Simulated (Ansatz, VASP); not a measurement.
## Two plane-wave programs on SiW6

```
W Si
1.0
     4.46825    0.00000    0.00000
    -2.23413    3.86962    0.00000
     0.00000    0.00000   21.72591
W Si
6 1
Direct
  0.66667 0.33333 0.18411
  0.33333 0.66667 0.22609
  0.00000 0.00000 0.26807
  0.66667 0.33333 0.30709
  0.33333 0.66667 0.34670
  0.00000 0.00000 0.38322
  0.44444 0.11111 0.53972
```

Alike in both runs: task single point; functional PBE; dispersion D3(BJ); k mesh 6 × 6 × 1; occupations gaussian, width 0.1 eV; no spin polarisation.

|  | VASP | Ansatz |
| --- | --- | --- |
| version | VASP 6.6.1 | Ansatz 0.2.0 |
| potentials or method | VASP PAW PBE potentials, release 64 (W_sv, Si), cutoff 520 eV | scalar-relativistic, plane waves, PAW |
| valence electrons in the cell | 88 | 88 |

```csv
,VASP,Ansatz,Ansatz less VASP
gap on the k mesh at the Fermi level (eV),none,none,-
rms of the force components (eV/Å),1.707,1.696,-0.0109
"work function, face that differs most (eV)",4.42,4.42,+0.002
```

Atom by atom the forces differ by 0.021 eV/Å (rms over components). A gap of «none» marks a metal or a gap that the smearing closes. Ansatz's warnings: dispersion switch in reach, vacuum below fermi.

Spin-orbit coupling is off throughout.
